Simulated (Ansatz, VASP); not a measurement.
Two plane-wave programs on GaAs

```
CELL_PARAMETERS angstrom
3.27253 0.00000 0.00000
0.00000 3.27253 0.00000
0.00000 0.00000 3.27253
ATOMIC_POSITIONS crystal
Ga 0.00000 0.00000 0.00000
As 0.50000 0.50000 0.50000
```

Alike in both runs: task single point; functional PBEsol; k mesh 6 × 6 × 6; occupations gaussian, width 0.05 eV; no spin polarisation.

```csv
,VASP,Ansatz
version,VASP 6.6.1,Ansatz 0.2.0
potentials or method,"VASP PAW PBE potentials, release 64 (Ga_d, As), cutoff 500 eV","scalar-relativistic, plane waves, PAW"
valence electrons in the cell,18,28
```

```csv
,VASP,Ansatz,Ansatz less VASP
gap on the k mesh at the Fermi level (eV),none,none,-
pressure (GPa),2.8,2.5,-0.32
```

VASP's potentials were made for PBE, not for PBEsol. A gap of «none» marks a metal or a gap that the smearing closes. VASP's potentials hold 18 valence electrons a cell and Ansatz's 28, so a difference there can come from the potentials and not from the codes.
